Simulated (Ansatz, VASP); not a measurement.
**PtSe2 in VASP and in Ansatz**

```
Pt Se
1.0
     3.48864    0.00000    0.00000
    -1.74432    3.75615    0.00000
     0.00000    0.00000    4.82192
Pt Se
1 2
Direct
  0.00000 0.00000 0.00000
  0.33333 0.66667 0.26552
  0.66667 0.33333 0.73448
```

Change from the starting cell: normal strain along x -0.0750, normal strain along y +0.1500.

Alike in both runs: task single point; functional PBE; dispersion D3(BJ); k mesh 12 × 12 × 8; occupations gaussian, width 0.15 eV; no spin polarisation.

|  | VASP | Ansatz |
| --- | --- | --- |
| version | VASP 6.6.1 | Ansatz 0.2.0 |
| potentials or method | VASP PAW PBE potentials, release 64 (Pt, Se), cutoff 520 eV | scalar-relativistic, plane waves, PAW |
| valence electrons in the cell | 22 | 50 |

```csv
,VASP,Ansatz,Ansatz less VASP
gap on the k mesh at the Fermi level (eV),none,none,-
pressure (GPa),-4.6,-4.5,+0.05
"traceless stress, the component that is largest in VASP (GPa)",-11.73,-11.74,-0.008
rms of the force components (eV/Å),0.143,0.144,+0.0010
```

Atom by atom the forces differ by 0.002 eV/Å (rms over components). A gap of «none» marks a metal or a gap that the smearing closes. VASP's potentials hold 22 valence electrons a cell and Ansatz's 50, so a difference there can come from the potentials and not from the codes.

Spin-orbit coupling is off throughout.
